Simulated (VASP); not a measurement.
Wanted: the native input for a VASP 6.6.1 run.

- Task: single point
- Functional: revPBE
- Potentials or basis: VASP PAW PBE potentials, release 64 (H, Li_sv, Zr_sv)
- Cutoff: 520 eV
- k mesh: 2 × 2 × 2, shifted
- Occupations: fermi-dirac, width 0.05 eV
- Spin: collinear spin
- Starting moments: [0.0, 0.0, 0.0, 0.2, 0.0, 0.2, 0.2, 0.2, 0.0, 0.0, 0.0, 0.0, 0.0, 0.0, 0.0, 0.2] μB
- Dipole correction: no
- Further INCAR settings: LREAL = Auto; ALGO = Normal; EDIFF = 1e-06; NBANDS = 38

The structure of Li7ZrH8 (a cell with a defect) lies in POSCAR:

```
Li7ZrH8
1.0
    7.9599380000      0.0000000000      0.0000000000
    0.0000000000      3.9799690000      0.0000000000
    0.0000000000      0.0000000000      3.9799690000
H Li Zr
8 7 1
Direct
    0.2365390000      0.9964400000      0.0105390000
    0.7435580000      0.9841980000      0.9771590000
    0.9905230000      0.5150620000      0.9745010000
    0.4947620000      0.5045220000      0.0003270000
    0.9922840000      0.0167530000      0.4808020000
    0.5022910000      0.9974960000      0.4793910000
    0.2728460000      0.4902530000      0.4883870000
    0.7331830000      0.4812930000      0.4891610000
    0.9884610000      0.9997970000      0.0167020000
    0.5029700000      0.9925730000      0.9780400000
    0.2472290000      0.5067010000      0.9879380000
    0.7407710000      0.5006330000      0.9922930000
    0.2418060000      0.9957390000      0.5101440000
    0.7599740000      0.0361350000      0.5078680000
    0.0016040000      0.4989000000      0.5209860000
    0.5080640000      0.4923280000      0.4971170000
```

These files were run (other wordings do the same):

INCAR

```
ALGO = Normal
EDIFF = 1E-6
ENCUT = 520
GGA = RE
ISIF = 2
ISMEAR = -1
ISPIN = 2
LASPH = T
LCHARG = F
LMAXMIX = 4
LORBIT = 11
LREAL = Auto
LWAVE = F
MAGMOM = 0 0 0 0.2 0 0.2 0.2 0.2 0 0 0 0 0 0 0 0.2
NBANDS = 38
NELM = 150
PREC = Accurate
SIGMA = 0.05
```

KPOINTS

```
Automatic mesh
0
Gamma
  2 2 2
  0.5 0.5 0.5
```

Potentials or basis: VASP PAW PBE potentials, release 64 (H, Li_sv, Zr_sv).

Run with:

```bash
$ cat potpaw_PBE.64/H/POTCAR potpaw_PBE.64/Li_sv/POTCAR potpaw_PBE.64/Zr_sv/POTCAR > POTCAR
$ mpirun -np 1 vasp_std > vasp.out
```

It gave:

```json
{
  "Largest force": "2.436 eV/Å",
  "Band gap on the k mesh": "0.18 eV",
  "Net moment": "1.20 μB per cell",
  "Site moments": "H +0.01, +0.00, -0.01, -0.00; Li +0.01, +0.04, +0.00; Zr +0.58 μB",
  "Valence electrons inside the program's atomic spheres": "H 0.53, 0.55, 0.59, 0.56, 0.58, 0.60; Li 2.08, 2.11, 2.10, 2.09; Zr 10.19"
}
```

Caveat: the k points lie up to 0.79 Å⁻¹ apart; the PAW data sets were made with another functional, which shifts forces and pressure a little.

It took 4.9 min on 1 thread of Intel(R) Xeon(R) 6975P-C (Granite Rapids), with other jobs on the host, peak memory 0.27 GiB.
